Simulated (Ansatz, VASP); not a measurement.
## CoSi: VASP beside Ansatz

Contents of INCAR:

```
SYSTEM = CoSi
PREC     = Accurate       ! precision mode
ENCUT    = 520            ! plane-wave cutoff, eV
EDIFF    = 1E-7           ! SCF threshold, eV
ISMEAR   = -1             ! smearing method
SIGMA    = 0.08           ! smearing width, eV
LREAL    = .FALSE.        ! projectors in reciprocal space
LASPH    = .TRUE.         ! aspherical terms in the spheres
NELM     = 100            ! most SCF steps
ALGO     = Normal         ! electronic algorithm
ISIF     = 2              ! what is computed and relaxed
LWAVE    = .FALSE.        ! write WAVECAR
LCHARG   = .FALSE.        ! write CHGCAR
GGA      = PE             ! functional
NBANDS   = 21             ! bands
```

The input KPOINTS:

```
Automatic mesh
0
G
  12 12 7
  0 0 0
```

File POSCAR:

```
CoSi
1.0
    2.2219361987      0.0000000000      0.0000000000
   -1.1109680993      1.9242531936      0.0000000000
    0.0000000000      0.0000000000      6.3952730058
Co Si
2 2
Direct
    0.0000000000      0.0000000000      0.0000000000
    0.0000000000      0.0000000000      0.5000000000
    0.3333333333      0.6666666667      0.2500000000
    0.6666666667      0.3333333333      0.7500000000
```

Input for Ansatz:

```yaml
crystal:
  lattice:
    - [2.2219361987, 0.0, 0.0]
    - [-1.1109680993, 1.9242531936, 0.0]
    - [0.0, 0.0, 6.3952730058]
  atoms:
    - { symbol: Co, position: [0.0, 0.0, 0.0] }
    - { symbol: Co, position: [0.0, 0.0, 0.5] }
    - { symbol: Si, position: [0.3333333333, 0.6666666667, 0.25] }
    - { symbol: Si, position: [0.6666666667, 0.3333333333, 0.75] }
kpoints:
  mp_grid: { grid: [12, 12, 7] }
  band_path:
    path:
      - [0.0, 0.0, 0.0]
      - [0.5, 0.0, 0.0]
      - [0.3333333333, 0.3333333333, 0.0]
      - [0.0, 0.0, 0.0]
      - [0.0, 0.0, 0.5]
      - [0.5, 0.0, 0.5]
      - [0.3333333333, 0.3333333333, 0.5]
      - [0.0, 0.0, 0.5]
      - [0.5, 0.0, 0.5]
    npoints: 8
scf:
  occupations: { method: fermi_dirac, width: 0.08 }
hamiltonian:
  xc: pbe
  pseudopotentials: { kind: paw }
output:
  forces: true
  stress: true
  eigenvalues: true
  populations: true
  dos: { projected: true, de: 0.2, e_range: [-14, 8] }
  write_density: true
  write_potential: true
  elf: true
  volumetric_format: npy
```

Change from the starting cell: volume scaled by 0.55, PAW files.

Alike in both runs: task single point; functional PBE; k mesh 12 × 12 × 7; occupations fermi-dirac, width 0.08 eV; no spin polarisation.

|  | VASP | Ansatz |
| --- | --- | --- |
| version | VASP 6.6.1 | Ansatz 0.2.0 |
| potentials or method | VASP PAW PBE potentials, release 64 (Co, Si) | PAW with Ansatz's default frozen-core files, scalar-relativistic |
| plane-wave cutoff (eV) | 520 | 420 |
| valence electrons in the cell | 26 | 42 |

|  | VASP | Ansatz | Ansatz less VASP |
| --- | --- | --- | --- |
| pressure (GPa) | 298.1 | 295.5 | -2.61 |
| traceless stress, the component that is largest in VASP (GPa) | 2.80 | 0.40 | -2.399 |

Both programs put the cell under a high pressure, so it lies far from rest at this level. VASP's potentials hold 26 valence electrons a cell and Ansatz's 42, so a difference there can come from the potentials and not from the codes.

Noted on VASP's run: the cell as given lies far from equilibrium.
